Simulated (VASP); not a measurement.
Set up this calculation in VASP 6.6.1, as the native input.

- Task: single point
- Functional: PBEsol
- Potentials or basis: VASP PAW PBE potentials, release 64 (Pb_d, S)
- Cutoff: 500 eV
- k mesh: 5 × 5 × 5
- Occupations: gaussian, width 0.01 eV
- Spin: no spin polarisation
- Dipole correction: no
- Further INCAR settings: ALGO = Normal; EDIFF = 1e-06; NBANDS = 17

The structure of PbS lies in POSCAR:

```
PbS
1.0
    4.0062113496      0.0000000000      0.0000000000
   -2.0031056748      3.4694804473      0.0000000000
    0.0000000000      0.0000000000      3.7108357707
Pb S
1 1
Direct
    0.0000000000      0.0000000000      0.0000000000
    0.6666666667      0.3333333333      0.5000000000
```

These files were run (other wordings do the same):

INCAR

```
SYSTEM = PbS
ALGO = Normal ; EDIFF = 1E-6
ENCUT = 500 ; GGA = PS
GGA_COMPAT = .FALSE. ; ISIF = 2
ISMEAR = 0 ; LASPH = .TRUE.
LCHARG = .TRUE. ; LELF = .TRUE.
LREAL = .FALSE. ; LVHAR = .TRUE.
LWAVE = .FALSE. ; NBANDS = 17
NELM = 120 ; PREC = Accurate
SIGMA = 0.01
```

KPOINTS

```
k-points
0
G
  5 5 5
  0 0 0
```

Potentials or basis: VASP PAW PBE potentials, release 64 (Pb_d, S).

Command:

```bash
$ cat potpaw_PBE.64/Pb_d/POTCAR potpaw_PBE.64/S/POTCAR > POTCAR
$ mpirun -np 1 vasp_std > vasp.out
```

Results of the run:

| Quantity | Value |
| --- | --- |
| Pressure | 0.5 GPa |
| Band gap on the k mesh | 0.72 eV, indirect (least direct gap 2.16 eV) |

Caveat: the PAW data sets were made with another functional, which shifts forces and pressure a little; spin-orbit coupling is left out, which moves the levels of the heavy elements.

Wall time 6.3 s on 1 thread of Intel(R) Xeon(R) 6975P-C (Granite Rapids) (shared host), peak memory 0.16 GiB.
